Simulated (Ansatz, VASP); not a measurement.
# One calculation of HfO2, two programs

```
Hf O
1.0
     0.00000    2.58233    2.58233
     2.58233    0.00000    2.58233
     2.58233    2.58233    0.00000
Hf O
1 2
Direct
  0.00000 0.00000 0.00000
  0.25000 0.25000 0.25000
  0.75000 0.75000 0.75000
```

Alike in both runs: task single point; functional PBE; k mesh 8 × 8 × 8; occupations gaussian, width 0.05 eV; no spin polarisation.

|  | VASP | Ansatz |
| --- | --- | --- |
| version | VASP 6.6.1 | Ansatz 0.2.0 |
| potentials or method | VASP PAW PBE potentials, release 64 (Hf_pv, O), cutoff 520 eV | scalar-relativistic, plane waves, PAW |
| valence electrons in the cell | 22 | 38 |

|  | VASP | Ansatz | Ansatz less VASP |
| --- | --- | --- | --- |
| gap on the k mesh at the Fermi level (eV) | 3.65 | 3.65 | 0.000 |
| least direct gap on the mesh (eV) | 3.65 | 3.65 | 0.000 |
| pressure (GPa) | -12.2 | -8.9 | +3.28 |

VASP's potentials hold 22 valence electrons a cell and Ansatz's 38, so a difference there can come from the potentials and not from the codes.

Neither program's run includes spin-orbit coupling.
